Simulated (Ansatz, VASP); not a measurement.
**Be in VASP and in Ansatz**

```xyz
2
Lattice="0.0000 2.2207 2.2207 2.2207 0.0000 2.2207 2.2207 2.2207 0.0000" Properties=species:S:1:pos:R:3 pbc="T T T"
Be    0.5552    0.5552    0.5552
Be    3.8863    3.8863    3.8863
```

Alike in both runs: task relaxation of cell and atoms; functional PBEsol; k mesh 12 × 12 × 12; occupations fermi-dirac, width 0.1 eV; no spin polarisation.

```csv
,VASP,Ansatz
version,VASP 6.6.1,Ansatz 0.2.0
potentials or method,"VASP PAW PBE potentials, release 64 (Be), cutoff 600 eV","plane waves (420 eV) with PAW, scalar-relativistic"
valence electrons in the cell,4,4
```

VASP gave:

| Property | Result |
| --- | --- |
| relaxed volume (Å³/atom) | 14.49 |
| relaxed cell length with the largest relative difference (Å) | 3.448 |

Problem. Which values does Ansatz return?

Solution. Relaxed volume (Å³/atom): 14.48; relaxed cell length with the largest relative difference (Å): 3.447.

VASP's potentials were made for PBE, not for PBEsol, and Ansatz warns of the same on its side.

Noted on VASP's run: the volume moved by over 15 % at a fixed basis, so the end points are rough.
